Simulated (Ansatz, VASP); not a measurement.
# Two plane-wave programs on SiGe

```xyz
4
Lattice="3.9786 0.0000 0.0000 -1.9893 3.4456 0.0000 0.0000 0.0000 6.5723" Properties=species:S:1:pos:R:3 pbc="T T T"
Si    1.9893    1.1485    5.7487
Si    0.0000    2.2971    2.4625
Ge    1.9893    1.1485    3.2882
Ge    0.0000    2.2971    0.0020
```

Alike in both runs: task single point; functional PBEsol; k mesh 12 × 12 × 6; occupations gaussian, width 0.02 eV; no spin polarisation.

```csv
,VASP,Ansatz
version,VASP 6.6.1,Ansatz 0.2.0
potentials or method,"VASP PAW PBE potentials, release 64 (Si, Ge_d), cutoff 520 eV","scalar-relativistic, plane waves, PAW"
valence electrons in the cell,36,36
```

|  | VASP | Ansatz | Ansatz less VASP |
| --- | --- | --- | --- |
| gap on the k mesh at the Fermi level (eV) | 0.25 | 0.25 | -0.004 |
| least direct gap on the mesh (eV) | 0.25 | 0.25 | -0.004 |
| pressure (GPa) | -4.2 | -4.2 | +0.01 |
| traceless stress, the component that is largest in VASP (GPa) | -0.06 | -0.06 | +0.006 |

VASP's potentials were made for PBE, not for PBEsol.
